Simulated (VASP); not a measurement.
Runs of VASP 6.6.1 on BN (zincblende type). The structure is that of space group F-43m (No. 216), or close to it. The cells are those of the table. 

| task | cell | cutoff (eV) | k mesh for the DOS | occupations for the DOS | gap on the mesh (eV) | pressure (GPa) |
| --- | --- | --- | --- | --- | --- | --- |
| single point | a = 2.350 Å, angles 60.0°, 2 atoms | 600 | - | - | 4.68 | 135.6 |
| single point | a = 2.269 Å, angles 60.0°, 2 atoms | 600 | - | - | (b) | 239.7 |
| single point | a = 2.182 Å, angles 60.0°, 2 atoms | 600 | - | - | 4.89 | 399.0 |
| single point | a = 2.426 Å, angles 60.0°, 2 atoms | 600 | - | - | 4.58 | (a) |
| single point | a = 2.532 Å, angles 60.0°, 2 atoms | 600 | - | - | 4.44 | 0.7 |

Alike in all rows: level LDA; potentials or basis VASP PAW LDA potentials, release 64 (B, N); no spin polarisation; k mesh 15 × 15 × 15; smearing fermi-dirac 0.1 eV.

Fill in the values left out.

(a) 66.0; (b) 4.78.

A k mesh can miss the band edges.
